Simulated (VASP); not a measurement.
The system is Ga.

```
CELL_PARAMETERS angstrom
1.38300 -4.02650 0.00000
1.38300 4.02650 0.00000
-0.11745 0.00000 3.32993
ATOMIC_POSITIONS crystal
Ga 0.13100 0.86900 0.75000
Ga 0.86900 0.13100 0.25000
```

- Program: VASP 6.6.1
- Task: relaxation of cell and atoms
- Functional: RPBE
- Dispersion: D4
- Potentials or basis: VASP PAW PBE potentials, release 64 (Ga_d)
- Cutoff: 600 eV
- k mesh: 10 × 10 × 8
- Occupations: fermi-dirac, width 0.05 eV
- Spin: no spin polarisation

At the start: pressure -3.7 GPa; volume 18.54 Å³/atom.

Problem. How do energy, volume and symmetry change on relaxing?

Solution. Over 18 steps the energy falls by 23.0 meV/atom and the volume is 17.35 Å³/atom (-6.4 %); space group C2/c (No. 15, to 0.1 Å) before and after.

Step by step:
```csv
step,energy change (eV),largest force (eV/Å),pressure (GPa),volume (Å³)
1,0.0000,0.1916,-3.66,37.09
2,-0.0339,0.1225,-0.15,34.86
3,-0.0343,0.1149,0.25,34.61
4,-0.0343,0.1108,0.53,34.56
5,-0.0382,0.0524,0.34,34.58
6,-0.0428,0.0607,0.21,34.62
7,-0.0368,0.2766,0.18,34.66
8,-0.0436,0.1121,0.29,34.63
9,-0.0452,0.0304,-0.42,34.89
10,-0.0453,0.0551,-0.24,34.84
11,-0.0458,0.0016,0.05,34.67
12,-0.0458,0.0123,0.10,34.63
13,-0.0458,0.0016,0.06,34.64
14,-0.0458,0.0109,0.15,34.63
15,-0.0458,0.0031,0.21,34.64
16,-0.0459,0.0244,-0.32,34.73
17,-0.0460,0.0093,0.01,34.70
18,-0.0460,0.0013,0.02,34.70
```

Final structure:
```cif
data_structure
_symmetry_space_group_name_H-M 'P 1'
_symmetry_Int_Tables_number 1
_cell_length_a 4.2363
_cell_length_b 4.2363
_cell_length_c 3.1284
_cell_angle_alpha 90.365
_cell_angle_beta 90.365
_cell_angle_gamma 141.817
_cell_volume 34.70
loop_
_atom_site_label
_atom_site_type_symbol
_atom_site_fract_x
_atom_site_fract_y
_atom_site_fract_z
_atom_site_occupancy
Ga1 Ga 0.13409 0.86591 0.75000 1
Ga2 Ga 0.86591 0.13409 0.25000 1
```

Caveat: the PAW data sets were made with another functional, which shifts forces and pressure a little.
